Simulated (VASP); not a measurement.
A run of VASP 6.6.1 is set up as follows.

POSCAR

```
NaH
1.0
    3.9533072841      0.0000000000      0.0000000000
   -1.9766536420      3.4236645370      0.0000000000
    0.0000000000      0.0000000000      4.8283237770
Na H
2 2
Direct
    0.3333333333      0.6666666667      0.2500000000
    0.6666666667      0.3333333333      0.7500000000
    0.6666666667      0.3333333333      0.2500000000
    0.3333333333      0.6666666667      0.7500000000
```

The input INCAR.step1:

```
PREC = Accurate
ENCUT = 520
ISMEAR = -1
SIGMA = 0.02
LREAL = F
LASPH = T
NELM = 60
NBANDS = 16
GGA = PE
ALGO = Normal
EDIFF = 1E-4
LWAVE = T
LCHARG = F
```

INCAR.step2

```
PREC = Accurate
ENCUT = 520
EDIFF = 1E-7
ISMEAR = -1
SIGMA = 0.02
LREAL = F
LASPH = T
NELM = 60
ALGO = Normal
ISIF = 2
LWAVE = F
LCHARG = F
METAGGA = R2SCAN
LMIXTAU = T
NBANDS = 16
ISTART = 1
```

KPOINTS

```
Automatic mesh
0
Gamma
  6 6 6
```

Potentials or basis: VASP PAW PBE potentials, release 64 (Na_pv, H).

The run is started by

```sh
$ cat potpaw_PBE.64/Na_pv/POTCAR potpaw_PBE.64/H/POTCAR > POTCAR
$ cp INCAR.step1 INCAR
$ mpirun -np 1 vasp_std > vasp.out
$ cp INCAR.step2 INCAR
$ mpirun -np 1 vasp_std > vasp.out
```

Problem. Predict the band gap on the k mesh.

Solution. 3.68 eV (least direct gap 4.57 eV).

Problem. Estimate the pressure.

Solution. -0.2 GPa.

Stress tensor (GPa, compression positive):
```
-0.12  0.00  0.00
 0.00 -0.12  0.00
 0.00  0.00 -0.28
```

Caveat: the PAW data sets were made with another functional, which shifts forces and pressure a little. A k mesh can miss the band edges.
